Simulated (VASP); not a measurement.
# Mg (P2_1/m) in VASP: a series of runs, part 2 of 2

VASP 6.6.1. The steps go on from the part before.

## (3) Single point, PBE (atom 1 (Mg) moved by (-0.225, +0.225) A along x and y)

Contents of INCAR:

```
SYSTEM = Mg
PREC = Accurate ; ENCUT = 520
EDIFF = 1E-7 ; ISMEAR = 0
SIGMA = 0.15 ; LREAL = .FALSE.
LASPH = .TRUE. ; NELM = 100
ALGO = Fast ; ISIF = 2
LWAVE = .FALSE. ; LCHARG = .FALSE.
GGA = PE ; NBANDS = 9
```

Contents of KPOINTS:

```
regular mesh
0
G
  18 18 10
  0 0 0
```

Contents of POSCAR:

```
Mg
1.0
    3.2092715325      0.0000000000      0.0000000000
   -1.6046357662      2.7793106748      0.0000000000
    0.0000000000      0.0000000000      5.2103300000
Mg
2
Direct
    0.3037016277      0.7476219920      0.2500000000
    0.6666666667      0.3333333333      0.7500000000
```

Potentials or basis: VASP PAW PBE potentials, release 64 (Mg).

Command:

```console
$ cat potpaw_PBE.64/Mg/POTCAR > POTCAR
$ mpirun -np 1 vasp_std > vasp.out
```

OUTCAR:

```text
SYSTEM = Mg
   PREC = Accurate
   ENCUT = 520
   EDIFF = 1E-7
   ISMEAR = 0
   LREAL = .FALSE.
   LASPH = .TRUE.
   NELM = 100
   ISIF = 2
   GGA = PE

 ion  position               nearest neighbor table
   1  0.304  0.748  0.250-   2 3.08   2 3.08   2 3.16   2 3.16   2 3.39   2 3.39
   2  0.667  0.333  0.750-   1 3.08   1 3.08   1 3.16   1 3.16   1 3.39   1 3.39

  LATTYP: Found a hexagonal cell.
 ALAT       =     3.2092715325
 C/A-ratio  =     1.6235242008

  Lattice vectors:

 A1 = (   3.2092715325,   0.0000000000,   0.0000000000)
 A2 = (  -1.6046357662,   2.7793106748,   0.0000000000)
 A3 = (   0.0000000000,   0.0000000000,   5.2103300000)

Analysis of symmetry for initial positions (statically):
=====================================================================
 Subroutine PRICEL returns:
 Original cell was already a primitive cell.

 Routine SETGRP: Setting up the symmetry group for a
 hexagonal supercell.

 Subroutine GETGRP returns: Found  4 space group operations
 (whereof  1 operations were pure point group operations)
 out of a pool of 24 trial point group operations.

The static configuration has the point symmetry C_1 .
 The point group associated with its full space group is C_2h.

Analysis of symmetry for dynamics (positions and initial velocities):
=====================================================================
 Subroutine PRICEL returns:
 Original cell was already a primitive cell.

 Routine SETGRP: Setting up the symmetry group for a
 hexagonal supercell.

 Subroutine GETGRP returns: Found  4 space group operations
 (whereof  1 operations were pure point group operations)
 out of a pool of 24 trial point group operations.

The dynamic configuration has the point symmetry C_1 .
 The point group associated with its full space group is C_2h.

 Subroutine INISYM returns: Found  4 space group operations
 (whereof  1 operations are pure point group operations),
 and found     1 'primitive' translations

----------------------------------------------------------------------------------------

                                     Primitive cell

  volume of cell :      46.4739

  direct lattice vectors                    reciprocal lattice vectors
     3.209271532  0.000000000  0.000000000     0.311597193  0.179900723  0.000000000
    -1.604635766  2.779310675  0.000000000     0.000000000  0.359801446  0.000000000
     0.000000000  0.000000000  5.210330000     0.000000000  0.000000000  0.191926423

  length of vectors
     3.209271532  3.209271532  5.210330000     0.359801446  0.359801446  0.191926423

  position of ions in fractional coordinates (direct lattice)
     0.303701628  0.747621992  0.250000000
     0.666666667  0.333333333  0.750000000

  ion indices of the primitive-cell ions
   primitive index   ion index
                 1           1
                 2           2

----------------------------------------------------------------------------------------

 KPOINTS: regular mesh

Automatic generation of k-mesh.
 Grid dimensions read from file:
 generate k-points for:   18   18   10

 Generating k-lattice:

[... 21 lines left out ...]
 -0.055556  0.055556  0.000000      2.000000
  0.111111  0.000000  0.000000      2.000000
  0.000000  0.111111  0.000000      2.000000
[... 16 lines left out ...]
  0.444444  0.000000  0.000000      2.000000
  0.000000  0.444444  0.000000      2.000000
 [... further k-points ...]
   k-points           NKPTS =    984   k-points in BZ     NKDIM =    984   number of bands    NBANDS=      9
   number of dos      NEDOS =    301   number of ions     NIONS =      2
   total plane-waves  NPLWV =  23040
   dimension x,y,z NGX =    24 NGY =   24 NGZ =   40
   dimension x,y,z NGXF=    48 NGYF=   48 NGZF=   80
   ions per type =               2
   NGX,Y,Z   is equivalent  to a cutoff of  12.43, 12.43, 12.76 a.u.
   NGXF,Y,Z  is equivalent  to a cutoff of  24.86, 24.86, 25.53 a.u.
 SYSTEM =  Mg
   PREC   = accura    normal or accurate (medium, high low for compatibility)
   ISTART =      0    job   : 0-new  1-cont  2-samecut
   ICHARG =      2    charge: 1-file 2-atom 10-const
   ISPIN  =      1    spin polarized calculation?
   LNONCOLLINEAR =      F non collinear calculations
   LSORBIT =      F    spin-orbit coupling
   LASPH  =      T    aspherical Exc in radial PAW
   ENCUT  =  520.0 eV  38.22 Ry    6.18 a.u.   5.97  5.97  9.69*2*pi/ulx,y,z
   NELM   =    100;   NELMIN=  2; NELMDL= -5     # of ELM steps
   EDIFF  = 0.1E-06   stopping-criterion for ELM
   LREAL  =      F    real-space projection
   EDIFFG = 0.1E-05   stopping-criterion for IOM
   NSW    =      0    number of steps for IOM
   IBRION =     -1    ionic relax: 0-MD 1-quasi-New 2-CG
   NFREE  =      0    steps in history (QN), initial steepest desc. (CG)
   ISIF   =      2    stress and relaxation
   ISYM   =      2    0-nonsym 1-usesym 2-fastsym
   POTIM  = 0.5000    time-step for ionic-motion
   TEBEG  =    0.0;   TEEND  =   0.0 temperature during run
   PSTRESS=    0.0 pullay stress
   NELECT =       4.0000    total number of electrons
   NUPDOWN=      -1.0000    fix difference up-down
   EMIN   =  10.00;   EMAX   =-10.00  energy-range for DOS
   EFERMI =   0.00;   METHOD = LEGACY
   ISMEAR =     0;   SIGMA  =   0.15  broadening in eV -4-tet -1-fermi 0-gaus
   EFERMI_NEDOS =   21; number of points for ismear=-14 and -15
   IALGO  =     68    algorithm
   IMIX   =      4    mixing-type and parameters
     AMIX     =   0.40;   BMIX     =  1.00
     AMIX_MAG =   1.60;   BMIX_MAG =  1.00
  volume/ion in A,a.u.               =      23.24       156.81
  Fermi-wavevector in a.u.,A,eV,Ry     =   0.722812  1.365916  7.108458  0.522457
  Thomas-Fermi vector in A             =   1.812869
   LORBIT       =      0    0 simple, 1 ext, 2 COOP (PROOUT), +10 PAW based schemes
   GGA     = PE    functional components
   LHFCALC =     F    Hartree Fock is set to
   AEXX    =    0.0000 exact exchange contribution
   IVDW    =     0    specifies the selected vdW correction
   LEPSILON=     F    determine dielectric tensor
   LRPA    =     F    only Hartree local field effects (RPA)
 non-spin polarized calculation
 RMM-DIIS sequential band-by-band and
 Gauss-broadening in eV      SIGMA  =   0.15
  energy-cutoff  :      520.00
  volume of cell :       46.47
 maximum number of plane-waves:      1276
   NGX = 11   NGY = 11   NGZ = 19

 number of electron       4.0000000 magnetization

 Free energy of the ion-electron system (eV)
  ---------------------------------------------------
  ext. energy  EPLUGINS =         0.00000000
  ---------------------------------------------------
  free energy    TOTEN  =        -2.98802458 eV

  energy without entropy =       -2.97791877  energy(sigma->0) =       -2.98297168

 E-fermi :   2.5632     XC(G=0):  -8.4528

 val. band max:        2.5608017296   @ k =   0.5000  -0.2222  -0.2000
 cond. band min:       2.5670108510   @ k =   0.4444   0.4444   0.4000
 fundamental gap:      0.0062091213
 Fermi energy:         2.5632095528

 k-point     1 :       0.0000    0.0000    0.0000
  band No.  band energies     occupation
      1      -4.3093      2.00000
      2       0.9031      2.00000
      3       1.3301      2.00000
      4      13.3547      0.00000
      5      13.4239      0.00000
      6      13.5468      0.00000
      7      13.5616      0.00000
      8      14.5051      0.00000
      9      15.5527      0.00000
[... 265 lines left out ...]
 k-point    24 :       0.0000    0.4444    0.0000
  band No.  band energies     occupation
      1      -0.5285      2.00000
      2       1.5053      2.00000
      3       4.4391      0.00000
      4       5.1793      0.00000
      5       6.4407      0.00000
      6       7.0493      0.00000
      7       9.4723      0.00000
      8      10.5527      0.00000
      9      13.8885      0.00000

 [... further k-points ...]

------------------------ aborting loop because EDIFF is reached ----------------------------------------

  FORCE on cell =-STRESS in cart. coord.  units (eV):
  Direction    XX          YY          ZZ          XY          YZ          ZX
  --------------------------------------------------------------------------------------
  -------------------------------------------------------------------------------------
  Total       -0.3139856     -0.0053943     -0.0114494      0.1723445      0.0000000      0.0000000
  in kB      -10.8245917     -0.1859666     -0.3947146      5.9415439      0.0000000      0.0000000
  external PRESSURE =      -3.8017577 kB  Pullay stress =       0.0000000 kB

 VOLUME and BASIS-vectors are now :
 -----------------------------------------------------------------------------
  energy-cutoff  :      520.00
  volume of cell :       46.47
      direct lattice vectors                 reciprocal lattice vectors
     3.209271532  0.000000000  0.000000000     0.311597193  0.179900723  0.000000000
    -1.604635766  2.779310675  0.000000000     0.000000000  0.359801446  0.000000000
     0.000000000  0.000000000  5.210330000     0.000000000  0.000000000  0.191926423

 POSITION                                       TOTAL-FORCE (eV/Angst)
 -----------------------------------------------------------------------------------
     -0.22500      2.07787      1.30258         0.075294     -0.144412      0.000000
      1.60464      0.92644      3.90775        -0.075294      0.144412      0.000000
 -----------------------------------------------------------------------------------
    total drift:                                0.000000     -0.000000     -0.000000

  FREE ENERGIE OF THE ION-ELECTRON SYSTEM (eV)
  ---------------------------------------------------
  free  energy   TOTEN  =        -2.9880245831 eV

  energy  without entropy=       -2.9779187722  energy(sigma->0) =       -2.98297168
```

Wall time 82 s (1 thread of Intel Xeon 6975P-C (Granite Rapids), shared host); peak memory 0.48 GiB.

Results:

* Free energy: -2.9880 eV
* Pressure: -0.4 GPa
* Largest force: 0.163 eV/Å
* Band gap on the k mesh: zero (bands 2 and 3 overlap by 2.22 eV)

Forces on the atoms (eV/Å):
```
Mg   0.075 -0.144  0.000
Mg  -0.075  0.144  0.000
```

Levels at points of the mesh, in eV from the Fermi level:
```tsv
k point	band 1	band 2	band 3	band 4	band 5	band 6	band 7
(0.00, 0.00, 0.00)	-6.87	-1.66	-1.23	10.79	10.86	10.98	11.00
(0.50, 0.00, 0.00)	-2.12	-2.12	2.67	2.98	3.31	3.66	6.87
(0.00, 0.50, 0.00)	-2.12	-2.12	2.75	2.89	3.42	3.59	6.86
(0.50, 0.50, 0.00)	-2.11	-2.10	2.53	3.05	3.17	3.75	6.82
(0.00, 0.00, 0.50)	-5.49	-5.49	5.00	5.00	11.61	11.61	11.73
(0.50, 0.00, 0.50)	-1.10	-1.10	-0.42	-0.42	7.83	7.83	8.12
(0.00, 0.50, 0.50)	-1.11	-1.11	-0.40	-0.40	7.85	7.85	8.06
(0.50, 0.50, 0.50)	-1.01	-1.01	-0.53	-0.53	7.95	7.95	8.10
```

Caveat: the cell differs from its parent crystal (atom 1 (Mg) moved by (-0.225, +0.225) A along x and y).
